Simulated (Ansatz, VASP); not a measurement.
## One calculation of Na, two programs

File INCAR:

```
PREC = Accurate ; ENCUT = 520
EDIFF = 1E-6 ; ISMEAR = -1
SIGMA = 0.05 ; LREAL = False
LASPH = True ; NELM = 60
ALGO = Normal ; ISIF = 2
LWAVE = False ; LCHARG = False
GGA = PE ; NBANDS = 10
```

KPOINTS

```
Automatic mesh
0
Gamma
  17 17 17
```

The input POSCAR:

```
Na
1.0
   -2.0981080271      2.0981080271      2.0981080271
    2.0981080271     -2.0981080271      2.0981080271
    2.0981080271      2.0981080271     -2.0981080271
Na
1
Direct
    0.0000000000      0.0000000000      0.0000000000
```

Input for Ansatz:

```yaml
crystal:
  lattice:
    - [-2.0981080271, 2.0981080271, 2.0981080271]
    - [2.0981080271, -2.0981080271, 2.0981080271]
    - [2.0981080271, 2.0981080271, -2.0981080271]
  atoms:
    - { symbol: Na, position: [0.0, 0.0, 0.0] }
kpoints:
  mp_grid: { grid: [17, 17, 17] }
scf:
  occupations: { method: fermi_dirac, width: 0.05 }
hamiltonian:
  xc: pbe
  pseudopotentials: { kind: all_electron, lapw: { basis_error: 0.0005 } }
output:
  forces: true
  stress: true
  eigenvalues: true
```

Alike in both runs: task single point; functional PBE; k mesh 17 × 17 × 17; occupations fermi-dirac, width 0.05 eV; no spin polarisation.

|  | VASP | Ansatz |
| --- | --- | --- |
| version | VASP 6.6.1 | Ansatz 0.2.0 |
| potentials or method | VASP PAW PBE potentials, release 64 (Na_pv), cutoff 520 eV | all-electron LAPW, scalar-relativistic |

```csv
,VASP,Ansatz,Ansatz less VASP
pressure (GPa),0.0,0.0,+0.04
```

Ansatz ran all-electron here, and VASP with PAW potentials.
